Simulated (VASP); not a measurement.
# Ta (P6_3/mmc) in VASP: a series of runs

Ta is run at these levels: revPBE; tasks: single point.

Program: VASP 6.6.1. These are calculated values, not measurements. Logs are shortened: lines on timing, memory, paths and dates and some standing lists are left out, and cuts for length are marked.

## (1) The cell of the first run

Symmetry: P6_3/mmc, No. 194, hexagonal system. The conventional cell has a = 3.068 Å, b = 3.068 Å, c = 10.462 Å, α = 90.00°, β = 90.00°, γ = 120.00°. Within 4.0 Å of Ta (site symmetry -3m) lie 12 Ta at 3.07 to 3.16 Å. Within 4.0 Å of Ta (site symmetry -6m2) lie 12 Ta at 3.07 to 3.16 Å.

## (2) Single point, revPBE (volume scaled by 1.12)

INCAR

```
PREC     = Accurate       # precision mode
ENCUT    = 520            # plane-wave cutoff, eV
EDIFF    = 1E-7           # SCF threshold, eV
ISMEAR   = -1             # smearing method
SIGMA    = 0.1            # smearing width, eV
LREAL    = False          # projectors in reciprocal space
LASPH    = True           # aspherical terms in the spheres
NELM     = 100            # most SCF steps
ALGO     = Normal         # electronic algorithm
ISIF     = 2              # what is computed and relaxed
LWAVE    = False          # write WAVECAR
LCHARG   = False          # write CHGCAR
GGA      = RE             # functional
NBANDS   = 30             # bands
```

KPOINTS

```
Automatic mesh
0
Gamma
  14 14 4
```

POSCAR

```
Ta
1.0
    3.0677522833      0.0000000000      0.0000000000
   -1.5338761417      2.6567514098      0.0000000000
    0.0000000000      0.0000000000     10.4624504188
Ta
4
Direct
    1.0000000000      1.0000000000      1.0000000000
    1.0000000000      1.0000000000      0.5000000000
    0.3333333333      0.6666666667      0.2500000000
    0.6666666667      0.3333333333      0.7500000000
```

Potentials or basis: VASP PAW PBE potentials, release 64 (Ta_pv).

Started as:

```
> cat potpaw_PBE.64/Ta_pv/POTCAR > POTCAR
> mpirun -np 1 vasp_std > vasp.out
```

OUTCAR:

```text
PREC = Accurate
   ENCUT = 520
   EDIFF = 1E-7
   ISMEAR = -1
   LREAL = False
   LASPH = True
   NELM = 100
   ISIF = 2
   GGA = RE

 ion  position               nearest neighbor table
   1  0.000  0.000  0.000-   3 3.16   4 3.16   3 3.16   4 3.16   4 3.16   3 3.16
   2  0.000  0.000  0.500-   3 3.16   4 3.16   3 3.16   4 3.16   4 3.16   3 3.16
   3  0.333  0.667  0.250-   1 3.16   2 3.16   1 3.16   2 3.16   1 3.16   2 3.16
   4  0.667  0.333  0.750-   1 3.16   2 3.16   1 3.16   2 3.16   1 3.16   2 3.16

  LATTYP: Found a hexagonal cell.
 ALAT       =     3.0677522833
 C/A-ratio  =     3.4104612930

  Lattice vectors:

 A1 = (   3.0677522833,   0.0000000000,   0.0000000000)
 A2 = (  -1.5338761417,   2.6567514098,   0.0000000000)
 A3 = (   0.0000000000,   0.0000000000,  10.4624504188)

Analysis of symmetry for initial positions (statically):
=====================================================================
 Subroutine PRICEL returns:
 Original cell was already a primitive cell.

 Routine SETGRP: Setting up the symmetry group for a
 hexagonal supercell.

 Subroutine GETGRP returns: Found 24 space group operations
 (whereof 12 operations were pure point group operations)
 out of a pool of 24 trial point group operations.

The static configuration has the point symmetry D_3d.
 The point group associated with its full space group is D_6h.

Analysis of symmetry for dynamics (positions and initial velocities):
=====================================================================
 Subroutine PRICEL returns:
 Original cell was already a primitive cell.

 Routine SETGRP: Setting up the symmetry group for a
 hexagonal supercell.

 Subroutine GETGRP returns: Found 24 space group operations
 (whereof 12 operations were pure point group operations)
 out of a pool of 24 trial point group operations.

The dynamic configuration has the point symmetry D_3d.
 The point group associated with its full space group is D_6h.

 Subroutine INISYM returns: Found 24 space group operations
 (whereof 12 operations are pure point group operations),
 and found     1 'primitive' translations

----------------------------------------------------------------------------------------

                                     Primitive cell

  volume of cell :      85.2716

  direct lattice vectors                    reciprocal lattice vectors
     3.067752283  0.000000000  0.000000000     0.325971561  0.188199768  0.000000000
    -1.533876142  2.656751410  0.000000000     0.000000000  0.376399537  0.000000000
     0.000000000  0.000000000 10.462450419     0.000000000  0.000000000  0.095579903

  length of vectors
     3.067752283  3.067752283 10.462450419     0.376399537  0.376399537  0.095579903

  position of ions in fractional coordinates (direct lattice)
     0.000000000  0.000000000  0.000000000
     0.000000000  0.000000000  0.500000000
     0.333333333  0.666666667  0.250000000
     0.666666667  0.333333333  0.750000000

  ion indices of the primitive-cell ions
   primitive index   ion index
                 1           1
                 2           2
                 3           3
                 4           4

----------------------------------------------------------------------------------------

 KPOINTS: Automatic mesh

Automatic generation of k-mesh.
 Grid dimensions read from file:
 generate k-points for:   14   14    4

 Generating k-lattice:

  Cartesian coordinates                     Fractional coordinates (reciprocal lattice)
     0.023283683  0.013442841  0.000000000     0.071428571 -0.000000000  0.000000000
     0.000000000  0.026885681  0.000000000     0.000000000  0.071428571  0.000000000
     0.000000000  0.000000000  0.023894976     0.000000000  0.000000000  0.250000000

  Length of vectors
     0.026885681  0.026885681  0.023894976

  Shift w.r.t. Gamma in fractional coordinates (k-lattice)
     0.000000000  0.000000000  0.000000000

 Subroutine IBZKPT returns following result:
 ===========================================

 Found     72 irreducible k-points:

 Following reciprocal coordinates:
            Coordinates               Weight
  0.000000  0.000000  0.000000      1.000000
  0.071429  0.000000  0.000000      6.000000
  0.142857  0.000000  0.000000      6.000000
  0.214286  0.000000  0.000000      6.000000
  0.285714  0.000000  0.000000      6.000000
  0.357143  0.000000  0.000000      6.000000
[... 16 lines left out ...]
  0.285714  0.285714  0.000000      6.000000
  0.357143  0.285714  0.000000      6.000000
 [... further k-points ...]
   k-points           NKPTS =     72   k-points in BZ     NKDIM =     72   number of bands    NBANDS=     30
   number of dos      NEDOS =    301   number of ions     NIONS =      4
   total plane-waves  NPLWV =  46080
   dimension x,y,z NGX =    24 NGY =   24 NGZ =   80
   dimension x,y,z NGXF=    48 NGYF=   48 NGZF=  160
   ions per type =               4
   NGX,Y,Z   is equivalent  to a cutoff of  13.01, 13.01, 12.71 a.u.
   NGXF,Y,Z  is equivalent  to a cutoff of  26.01, 26.01, 25.42 a.u.
 SYSTEM =  unknown system
   PREC   = accura    normal or accurate (medium, high low for compatibility)
   ISTART =      0    job   : 0-new  1-cont  2-samecut
   ICHARG =      2    charge: 1-file 2-atom 10-const
   ISPIN  =      1    spin polarized calculation?
   LNONCOLLINEAR =      F non collinear calculations
   LSORBIT =      F    spin-orbit coupling
   LASPH  =      T    aspherical Exc in radial PAW
   ENCUT  =  520.0 eV  38.22 Ry    6.18 a.u.   5.70  5.70 19.45*2*pi/ulx,y,z
   NELM   =    100;   NELMIN=  2; NELMDL= -5     # of ELM steps
   EDIFF  = 0.1E-06   stopping-criterion for ELM
   LREAL  =      F    real-space projection
   EDIFFG = 0.1E-05   stopping-criterion for IOM
   NSW    =      0    number of steps for IOM
   IBRION =     -1    ionic relax: 0-MD 1-quasi-New 2-CG
   NFREE  =      0    steps in history (QN), initial steepest desc. (CG)
   ISIF   =      2    stress and relaxation
   ISYM   =      2    0-nonsym 1-usesym 2-fastsym
   POTIM  = 0.5000    time-step for ionic-motion
   TEBEG  =    0.0;   TEEND  =   0.0 temperature during run
   PSTRESS=    0.0 pullay stress
   NELECT =      44.0000    total number of electrons
   NUPDOWN=      -1.0000    fix difference up-down
   EMIN   =  10.00;   EMAX   =-10.00  energy-range for DOS
   EFERMI =   0.00;   METHOD = LEGACY
   ISMEAR =    -1;   SIGMA  =   0.10  broadening in eV -4-tet -1-fermi 0-gaus
   EFERMI_NEDOS =   21; number of points for ismear=-14 and -15
   IALGO  =     38    algorithm
   IMIX   =      4    mixing-type and parameters
     AMIX     =   0.40;   BMIX     =  1.00
     AMIX_MAG =   1.60;   BMIX_MAG =  1.00
  volume/ion in A,a.u.               =      21.32       143.86
  Fermi-wavevector in a.u.,A,eV,Ry     =   1.313079  2.481359 23.458844  1.724176
  Thomas-Fermi vector in A             =   2.443427
   LORBIT       =      0    0 simple, 1 ext, 2 COOP (PROOUT), +10 PAW based schemes
   GGA     = RE    functional components
   LHFCALC =     F    Hartree Fock is set to
   AEXX    =    0.0000 exact exchange contribution
   IVDW    =     0    specifies the selected vdW correction
   LEPSILON=     F    determine dielectric tensor
   LRPA    =     F    only Hartree local field effects (RPA)
 non-spin polarized calculation
  energy-cutoff  :      520.00
  volume of cell :       85.27
 maximum number of plane-waves:      2319
 NGX is ok and might be reduce to    24
   NGX = 11   NGY = 11   NGZ = 39

 number of electron      44.0000004 magnetization

 Free energy of the ion-electron system (eV)
  ---------------------------------------------------
  ext. energy  EPLUGINS =         0.00000000
  ---------------------------------------------------
  free energy    TOTEN  =       -44.23060764 eV

  energy without entropy =      -44.05616426  energy(sigma->0) =      -44.14338595

 E-fermi :   4.6472     XC(G=0): -11.7363

 val. band max:        4.6460019552   @ k =   0.0000   0.0000   0.0000
 cond. band min:       4.6541077568   @ k =   0.2857   0.1429   0.2500
 fundamental gap:      0.0081058016
 Fermi energy:         4.6472317539

 k-point     1 :       0.0000    0.0000    0.0000
  band No.  band energies     occupation
      1     -30.1151      2.00000
      2     -29.8567      2.00000
      3     -29.8053      2.00000
      4     -29.5509      2.00000
      5     -29.5509      2.00000
      6     -29.5375      2.00000
[... 22 lines left out ...]
     29       7.2072      0.00000
     30       7.2072      0.00000

 k-point     2 :       0.0714    0.0000    0.0000
  band No.  band energies     occupation
      1     -30.1048      2.00000
      2     -29.8560      2.00000
      3     -29.8063      2.00000
      4     -29.5800      2.00000
      5     -29.5616      2.00000
      6     -29.5589      2.00000
[... 22 lines left out ...]
     29       6.9444      0.00000
     30       7.0246      0.00000

 k-point     3 :       0.1429    0.0000    0.0000
  band No.  band energies     occupation
      1     -30.0752      2.00000
      2     -29.8574      2.00000
      3     -29.8168      2.00000
      4     -29.6606      2.00000
      5     -29.6210      2.00000
      6     -29.5810      2.00000
[... 22 lines left out ...]
     29       6.4154      0.00000
     30       6.6715      0.00000

 k-point     4 :       0.2143    0.0000    0.0000
  band No.  band energies     occupation
      1     -30.0305      2.00000
      2     -29.8757      2.00000
      3     -29.8626      2.00000
      4     -29.7734      2.00000
      5     -29.6833      2.00000
      6     -29.6740      2.00000
[... 22 lines left out ...]
     29       6.6948      0.00000
     30       6.8017      0.00000

 k-point     5 :       0.2857    0.0000    0.0000
  band No.  band energies     occupation
      1     -29.9909      2.00000
      2     -29.9408      2.00000
      3     -29.9382      2.00000
      4     -29.8862      2.00000
      5     -29.8125      2.00000
      6     -29.6917      2.00000
[... 22 lines left out ...]
     29       7.5549      0.00000
     30       7.6830      0.00000
[... 526 lines left out ...]
     29       7.7162      0.00000
     30       8.9618      0.00000

 k-point    22 :       0.3571    0.2143    0.0000
  band No.  band energies     occupation
      1     -30.0763      2.00000
      2     -30.0593      2.00000
      3     -30.0019      2.00000
      4     -29.9577      2.00000
      5     -29.8571      2.00000
      6     -29.8322      2.00000
[... 22 lines left out ...]
     29       8.1576      0.00000
     30       8.7879      0.00000

 k-point    23 :       0.2857    0.2857    0.0000
  band No.  band energies     occupation
      1     -30.0432      2.00000
      2     -30.0124      2.00000
      3     -30.0049      2.00000
      4     -29.9139      2.00000
      5     -29.8990      2.00000
      6     -29.8817      2.00000
[... 22 lines left out ...]
     29       7.8751      0.00000
     30       9.0476      0.00000

 k-point    24 :       0.3571    0.2857    0.0000
  band No.  band energies     occupation
      1     -30.0231      2.00000
      2     -30.0092      2.00000
      3     -29.9725      2.00000
      4     -29.9403      2.00000
      5     -29.9353      2.00000
      6     -29.8766      2.00000
[... 22 lines left out ...]
     29       8.3016      0.00000
     30       8.7085      0.00000

 [... further k-points ...]
[... 5 lines left out ...]
  --------------------------------------------------------------------------------------
  -------------------------------------------------------------------------------------
  Total       -9.0465394     -9.0465394     -8.9631533      0.0000000      0.0000000      0.0000000
  in kB     -169.9763273   -169.9763273   -168.4095779      0.0000000      0.0000000      0.0000000
  external PRESSURE =    -169.4540775 kB  Pullay stress =       0.0000000 kB

 VOLUME and BASIS-vectors are now :
 -----------------------------------------------------------------------------
  energy-cutoff  :      520.00
  volume of cell :       85.27
      direct lattice vectors                 reciprocal lattice vectors
     3.067752283  0.000000000  0.000000000     0.325971561  0.188199768  0.000000000
    -1.533876142  2.656751410  0.000000000     0.000000000  0.376399537  0.000000000
     0.000000000  0.000000000 10.462450419     0.000000000  0.000000000  0.095579903

 POSITION                                       TOTAL-FORCE (eV/Angst)
 -----------------------------------------------------------------------------------
      0.00000      0.00000      0.00000        -0.000000      0.000000     -0.000000
      0.00000      0.00000      5.23123        -0.000000      0.000000     -0.000000
     -0.00000      1.77117      2.61561         0.000000      0.000000      0.000000
      1.53388      0.88558      7.84684        -0.000000     -0.000000      0.000000
 -----------------------------------------------------------------------------------
    total drift:                               -0.000000      0.000000     -0.000000

  FREE ENERGIE OF THE ION-ELECTRON SYSTEM (eV)
  ---------------------------------------------------
  free  energy   TOTEN  =       -44.2306076441 eV

  energy  without entropy=      -44.0561642621  energy(sigma->0) =      -44.14338595
```

It took 3.6 min on 1 thread of Intel Xeon Platinum 8375C at 2.90GHz (Ice Lake), shared host; peak memory 0.28 GiB.

What came out:

```
Free energy            : -44.2306 eV
Pressure               : -16.9 GPa
Band gap on the k mesh : zero (band 22 reaches 5.17 eV, above the bottom of band 23 at 4.15 eV)
```

Caveat: the cell differs from its parent crystal (volume scaled by 1.12); the PAW data sets were made with another functional, which shifts forces and pressure a little; spin-orbit coupling is left out, which moves the levels of the heavy elements.

## (3) Single point, revPBE

This run uses another cell than the first one, of 19.03 Å³/atom, 0.893 times its volume.

INCAR

```
SYSTEM = Ta
ALGO = Normal
EDIFF = 1E-7
ENCUT = 520
GGA = RE
ISIF = 2
ISMEAR = -1
LASPH = .True.
LCHARG = .True.
LELF = .True.
LREAL = .False.
LVHAR = .True.
LWAVE = .False.
NBANDS = 30
NELM = 60
PREC = Accurate
SIGMA = 0.1
```

KPOINTS

```
k-points
0
Gamma
  16 16 4
  0 0 0
```

POSCAR

```
Ta
1.0
    2.9540257756      0.0000000000      0.0000000000
   -1.4770128878      2.5582613651      0.0000000000
    0.0000000000      0.0000000000     10.0745905663
Ta
4
Direct
    1.0000000000      1.0000000000      1.0000000000
    1.0000000000      1.0000000000      0.5000000000
    0.3333333333      0.6666666667      0.2500000000
    0.6666666667      0.3333333333      0.7500000000
```

Potentials or basis: VASP PAW PBE potentials, release 64 (Ta_pv).

Started as:

```
> cat potpaw_PBE.64/Ta_pv/POTCAR > POTCAR
> mpirun -np 1 vasp_std > vasp.out
```

Run time: 3.7 min. Hardware: 1 thread of Intel Xeon Platinum 8375C at 2.90GHz (Ice Lake), shared host; peak memory 0.3 GiB.

Results (log left out):

- Free energy: -44.7570 eV
- Pressure: 0.0 GPa
- Band gap on the k mesh: zero (band 22 reaches 6.05 eV, above the bottom of band 23 at 5.00 eV)

Levels at points of the mesh, in eV from the Fermi level:
| k point | band 20 | band 21 | band 22 | band 23 | band 24 | band 25 |
| --- | --- | --- | --- | --- | --- | --- |
| (0.00, 0.00, 0.00) | 0.19 | 0.39 | 0.39 | 0.48 | 0.48 | 0.88 |
| (0.50, 0.00, 0.00) | -0.99 | -0.51 | 0.53 | 0.55 | 1.42 | 2.16 |
| (0.00, 0.00, 0.50) | -0.41 | 0.51 | 0.51 | 0.51 | 0.51 | 0.83 |
| (0.50, 0.00, 0.50) | -0.98 | 0.30 | 0.30 | 1.03 | 1.03 | 1.23 |

Caveat: the PAW data sets were made with another functional, which shifts forces and pressure a little; spin-orbit coupling is left out, which moves the levels of the heavy elements.
